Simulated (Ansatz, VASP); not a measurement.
**Two plane-wave programs on B**

```xyz
2
Lattice="0.0000 2.0165 2.0165 2.0165 0.0000 2.0165 2.0165 2.0165 0.0000" Properties=species:S:1:pos:R:3 pbc="T T T"
B     0.5041    0.5041    0.5041
B     3.5288    3.5288    3.5288
```

Alike in both runs: functional PBEsol; k mesh 13 × 13 × 13; occupations fermi-dirac, width 0.1 eV; no spin polarisation.

Ansatz relaxed the structure, and its values are those at the end. VASP's run is a single point on that final structure, the one shown.

```csv
,VASP,Ansatz
version,VASP 6.6.1,Ansatz 0.2.0
potentials or method,"VASP PAW PBE potentials, release 64 (B), cutoff 520 eV","plane waves (420 eV) with PAW, scalar-relativistic"
valence electrons in the cell,6,6
```

|  | VASP | Ansatz | Ansatz less VASP |
| --- | --- | --- | --- |
| pressure (GPa) | 0.2 | 0.0 | -0.22 |

VASP's potentials were made for PBE, not for PBEsol, and Ansatz warns of the same on its side.
